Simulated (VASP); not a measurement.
# SiC (P6_3mc) in VASP: further runs, part 2 of 2

VASP 6.6.1. The steps go on from the part before.

## 3. Relaxation of cell and atoms, LDA

This run uses another cell than the first one, of 10.31 Å³/atom, 1.017 times its volume.

Input file INCAR:

```
ALGO = Normal
EDIFF = 1E-7
EDIFFG = -0.005
ENCUT = 600
GGA = CA
IBRION = 2
ISIF = 3
ISMEAR = 0
LASPH = T
LCHARG = F
LREAL = F
LWAVE = F
NELM = 60
NSW = 100
PREC = Accurate
SIGMA = 0.02
```

Input file KPOINTS:

```
k-points
0
Gamma
  12 12 4
```

Input file POSCAR:

```
SiC
1.0
    3.0756941500      0.0000000000      0.0000000000
   -1.5378470700      2.6636292700      0.0000000000
    0.0000000000      0.0000000000     10.0706464800
Si C
4 4
Direct
    0.6666666700      0.3333333300      0.9378419800
    0.3333333300      0.6666666700      0.4378419800
    0.0000000000      0.0000000000      0.6878943800
    0.0000000000      0.0000000000      0.1878943800
    0.6666666700      0.3333333300      0.7498025900
    0.3333333300      0.6666666700      0.2498025900
    0.0000000000      0.0000000000      0.5004600500
    0.0000000000      0.0000000000      0.0004600500
```

Potentials or basis: VASP PAW LDA potentials, release 64 (Si, C).

Run with:

```
> cat potpaw_LDA.64/Si/POTCAR potpaw_LDA.64/C/POTCAR > POTCAR
> mpirun -np 1 vasp_std > vasp.out
```

OUTCAR:

```text
EDIFF = 1E-7
   EDIFFG = -0.005
   ENCUT = 600
   GGA = CA
   IBRION = 2
   ISIF = 3
   ISMEAR = 0
   LASPH = T
   LREAL = F
   NELM = 60
   NSW = 100
   PREC = Accurate

 ion  position               nearest neighbor table
   1  0.667  0.333  0.938-   8 1.88   8 1.88   8 1.88   5 1.89   3 3.08   3 3.08   3 3.08   4 3.08
                             4 3.08   4 3.08
   2  0.333  0.667  0.438-   7 1.88   7 1.88   7 1.88   6 1.89   4 3.08   4 3.08   4 3.08   3 3.08
                             3 3.08   3 3.08
   3  0.000  0.000  0.688-   5 1.88   5 1.88   5 1.88   7 1.89   1 3.08   1 3.08   1 3.08   2 3.08
                             2 3.08   2 3.08
   4  0.000  0.000  0.188-   6 1.88   6 1.88   6 1.88   8 1.89   2 3.08   2 3.08   2 3.08   1 3.08
                             1 3.08   1 3.08
   5  0.667  0.333  0.750-   3 1.88   3 1.88   3 1.88   1 1.89
   6  0.333  0.667  0.250-   4 1.88   4 1.88   4 1.88   2 1.89
   7  0.000  0.000  0.500-   2 1.88   2 1.88   2 1.88   3 1.89
   8  0.000  0.000  0.000-   1 1.88   1 1.88   1 1.88   4 1.89

  LATTYP: Found a hexagonal cell.
 ALAT       =     3.0756941500
 C/A-ratio  =     3.2742678527

  Lattice vectors:

 A1 = (   3.0756941500,   0.0000000000,   0.0000000000)
 A2 = (  -1.5378470700,   2.6636292700,   0.0000000000)
 A3 = (   0.0000000000,   0.0000000000,  10.0706464800)

Analysis of symmetry for initial positions (statically):
=====================================================================
 Subroutine PRICEL returns:
 Original cell was already a primitive cell.

 Routine SETGRP: Setting up the symmetry group for a
 hexagonal supercell.

 Subroutine GETGRP returns: Found 12 space group operations
 (whereof  6 operations were pure point group operations)
 out of a pool of 24 trial point group operations.

The static configuration has the point symmetry C_3v.
 The point group associated with its full space group is C_6v.

Analysis of symmetry for dynamics (positions and initial velocities):
=====================================================================
 Subroutine PRICEL returns:
 Original cell was already a primitive cell.

 Routine SETGRP: Setting up the symmetry group for a
 hexagonal supercell.

 Subroutine GETGRP returns: Found 12 space group operations
 (whereof  6 operations were pure point group operations)
 out of a pool of 24 trial point group operations.

The dynamic configuration has the point symmetry C_3v.
 The point group associated with its full space group is C_6v.

 Subroutine INISYM returns: Found 12 space group operations
 (whereof  6 operations are pure point group operations),
 and found     1 'primitive' translations

----------------------------------------------------------------------------------------

                                     Primitive cell

  volume of cell :      82.5039

  direct lattice vectors                    reciprocal lattice vectors
     3.075694150  0.000000000  0.000000000     0.325129857  0.187713810  0.000000000
    -1.537847070  2.663629270  0.000000000     0.000000000  0.375427621  0.000000000
     0.000000000  0.000000000 10.070646480     0.000000000  0.000000000  0.099298491

  length of vectors
     3.075694150  3.075694149 10.070646480     0.375427621  0.375427621  0.099298491

  position of ions in fractional coordinates (direct lattice)
     0.666666670  0.333333330  0.937841980
     0.333333330  0.666666670  0.437841980
[... 72 lines left out ...]
   number of dos      NEDOS =    301   number of ions     NIONS =      8
   total plane-waves  NPLWV =  62720
   dimension x,y,z NGX =    28 NGY =   28 NGZ =   80
   dimension x,y,z NGXF=    56 NGYF=   56 NGZF=  160
   ions per type =               4   4
   NGX,Y,Z   is equivalent  to a cutoff of  15.13, 15.13, 13.21 a.u.
   NGXF,Y,Z  is equivalent  to a cutoff of  30.27, 30.27, 26.41 a.u.
 SYSTEM =  unknown system
   PREC   = accura    normal or accurate (medium, high low for compatibility)
   ISTART =      0    job   : 0-new  1-cont  2-samecut
   ICHARG =      2    charge: 1-file 2-atom 10-const
   ISPIN  =      1    spin polarized calculation?
   LNONCOLLINEAR =      F non collinear calculations
   LSORBIT =      F    spin-orbit coupling
   LASPH  =      T    aspherical Exc in radial PAW
   ENCUT  =  600.0 eV  44.10 Ry    6.64 a.u.   6.14  6.14 20.11*2*pi/ulx,y,z
   NELM   =     60;   NELMIN=  2; NELMDL= -5     # of ELM steps
   EDIFF  = 0.1E-06   stopping-criterion for ELM
   LREAL  =      F    real-space projection
   EDIFFG = -.5E-02   stopping-criterion for IOM
   NSW    =    100    number of steps for IOM
   IBRION =      2    ionic relax: 0-MD 1-quasi-New 2-CG
   NFREE  =      1    steps in history (QN), initial steepest desc. (CG)
   ISIF   =      3    stress and relaxation
   ISYM   =      2    0-nonsym 1-usesym 2-fastsym
   POTIM  = 0.5000    time-step for ionic-motion
   TEBEG  =    0.0;   TEEND  =   0.0 temperature during run
   PSTRESS=    0.0 pullay stress
   NELECT =      32.0000    total number of electrons
   NUPDOWN=      -1.0000    fix difference up-down
   EMIN   =  10.00;   EMAX   =-10.00  energy-range for DOS
   EFERMI =   0.00;   METHOD = LEGACY
   ISMEAR =     0;   SIGMA  =   0.02  broadening in eV -4-tet -1-fermi 0-gaus
   EFERMI_NEDOS =   21; number of points for ismear=-14 and -15
   IALGO  =     38    algorithm
   IMIX   =      4    mixing-type and parameters
     AMIX     =   0.40;   BMIX     =  1.00
     AMIX_MAG =   1.60;   BMIX_MAG =  1.00
  volume/ion in A,a.u.               =      10.31        69.60
  Fermi-wavevector in a.u.,A,eV,Ry     =   1.193897  2.256138 19.393597  1.425389
  Thomas-Fermi vector in A             =   2.329900
   LORBIT       =      0    0 simple, 1 ext, 2 COOP (PROOUT), +10 PAW based schemes
   GGA     = CA    functional components
   LHFCALC =     F    Hartree Fock is set to
   AEXX    =    0.0000 exact exchange contribution
   IVDW    =     0    specifies the selected vdW correction
   LEPSILON=     F    determine dielectric tensor
   LRPA    =     F    only Hartree local field effects (RPA)
 conjugate gradient relaxation of ions
 non-spin polarized calculation
 Gauss-broadening in eV      SIGMA  =   0.02
  energy-cutoff  :      600.00
  volume of cell :       82.50
 maximum number of plane-waves:      2790
 NGX is ok and might be reduce to    28
   NGX = 13   NGY = 13   NGZ = 41

--------------------------------------- Ionic step        1  -------------------------------------------

 number of electron      32.0000002 magnetization

 Free energy of the ion-electron system (eV)
  ---------------------------------------------------
  ext. energy  EPLUGINS =         0.00000000
  ---------------------------------------------------
  free energy    TOTEN  =       -66.57612831 eV

  energy without entropy =      -66.57612831  energy(sigma->0) =      -66.57612831

------------------------ aborting loop because EDIFF is reached ----------------------------------------

  FORCE on cell =-STRESS in cart. coord.  units (eV):
  Direction    XX          YY          ZZ          XY          YZ          ZX
  --------------------------------------------------------------------------------------
  -------------------------------------------------------------------------------------
  Total       -1.8275890     -1.8275890     -1.8492386     -0.0000000      0.0000000      0.0000000
  in kB      -35.4907231    -35.4907231    -35.9111452     -0.0000001      0.0000000      0.0000000
  external PRESSURE =     -35.6308638 kB  Pullay stress =       0.0000000 kB
[... 71 lines left out ...]
--------------------------------------- Ionic step        3  -------------------------------------------

 number of electron      32.0000002 magnetization

 Free energy of the ion-electron system (eV)
  ---------------------------------------------------
  ext. energy  EPLUGINS =         0.00000000
  ---------------------------------------------------
  free energy    TOTEN  =       -66.59092035 eV

  energy without entropy =      -66.59092035  energy(sigma->0) =      -66.59092035

 E-fermi :   8.4572     XC(G=0): -11.6352

 val. band max:        8.3475103769   @ k =   0.0000   0.0000   0.0000
 cond. band min:      10.5199149181   @ k =   0.5000   0.0000   0.0000
 fundamental gap:      2.1724045412
 Fermi energy:         8.4572397892

 k-point     1 :       0.0000    0.0000    0.0000
  band No.  band energies     occupation
      1      -7.1956      2.00000
      2      -5.9949      2.00000
      3      -5.9583      2.00000
      4      -3.5069      2.00000
      5      -0.3897      2.00000
      6       3.9533      2.00000
[... 565 lines left out ...]
     20      13.7695      0.00000
     21      14.0988      0.00000

 [... further k-points ...]

------------------------ aborting loop because EDIFF is reached ----------------------------------------

  FORCE on cell =-STRESS in cart. coord.  units (eV):
  Direction    XX          YY          ZZ          XY          YZ          ZX
  --------------------------------------------------------------------------------------
  -------------------------------------------------------------------------------------
  Total        0.0035707      0.0035707     -0.0263703      0.0000000      0.0000000      0.0000000
  in kB        0.0704588      0.0704588     -0.5203483      0.0000000      0.0000000      0.0000000
  external PRESSURE =      -0.1264769 kB  Pullay stress =       0.0000000 kB
[... 23 lines left out ...]
  FREE ENERGIE OF THE ION-ELECTRON SYSTEM (eV)
  ---------------------------------------------------
  free  energy   TOTEN  =       -66.5909203466 eV

  energy  without entropy=      -66.5909203466  energy(sigma->0) =      -66.59092035

 reached required accuracy - stopping structural energy minimisation
```

Run time: 2.9 min. Hardware: 1 thread of Intel Xeon 6975P-C (Granite Rapids), shared host; peak memory 0.25 GiB.

What came out:

```yaml
Free_energy: -66.5909 eV
Relaxed_volume: 10.15 Å³/atom
Relaxed_cell: a = 3.059 Å, b = 3.059 Å, c = 10.017 Å, α = 90.00°, β = 90.00°, γ = 120.00°
Space_group_after_relaxing_to_0.05_Å: P6_3mc (No. 186)
Energy_gained_by_relaxing: 1.8 meV/atom
Ionic_steps: 3
Pressure_after_relaxing: 0.0 GPa
Largest_force_after_relaxing: 0.004 eV/Å
Band_gap_on_the_k_mesh: 2.17 eV, indirect (least direct gap 3.30 eV)
```

Forces on the atoms (eV/Å):
```
Si   0.000  0.000 -0.004
Si   0.000  0.000 -0.004
Si   0.000  0.000  0.002
Si   0.000  0.000  0.002
C    0.000  0.000  0.002
C    0.000  0.000  0.002
C    0.000  0.000 -0.001
C    0.000  0.000 -0.001
```

Step by step:
| step | energy change (eV) | largest force (eV/Å) | pressure (GPa) | volume (Å³) |
| --- | --- | --- | --- | --- |
| 1 | 0.0000 | 0.0045 | -3.56 | 82.50 |
| 2 | 0.0028 | 0.0135 | 4.10 | 79.80 |
| 3 | -0.0148 | 0.0040 | -0.01 | 81.20 |

Final structure:
```cif
data_structure
_symmetry_space_group_name_H-M 'P 1'
_symmetry_Int_Tables_number 1
_cell_length_a 3.0594
_cell_length_b 3.0594
_cell_length_c 10.0167
_cell_angle_alpha 90.000
_cell_angle_beta 90.000
_cell_angle_gamma 120.000
_cell_volume 81.20
loop_
_atom_site_label
_atom_site_type_symbol
_atom_site_fract_x
_atom_site_fract_y
_atom_site_fract_z
_atom_site_occupancy
Si1 Si 0.66667 0.33333 0.93785 1
Si2 Si 0.33333 0.66667 0.43785 1
Si3 Si 0.00000 0.00000 0.68789 1
Si4 Si 0.00000 0.00000 0.18789 1
C1 C 0.66667 0.33333 0.74980 1
C2 C 0.33333 0.66667 0.24980 1
C3 C 0.00000 0.00000 0.50046 1
C4 C 0.00000 0.00000 0.00046 1
```

Levels at points of the mesh, in eV from the valence-band top:
| k point | band 14 | band 15 | band 16 | band 17 | band 18 | band 19 |
| --- | --- | --- | --- | --- | --- | --- |
| (0.00, 0.00, 0.00) | -0.05 | 0.00 | 0.00 | 5.21 | 5.78 | 6.42 |
| (0.50, 0.00, 0.00) | -2.24 | -1.59 | -1.13 | 2.17 | 2.30 | 4.18 |
| (0.00, 0.00, 0.50) | -0.21 | -0.21 | -0.21 | 5.42 | 5.42 | 6.90 |
| (0.50, 0.00, 0.50) | -2.54 | -1.57 | -1.57 | 2.58 | 2.58 | 4.17 |

A k mesh can miss the band edges.
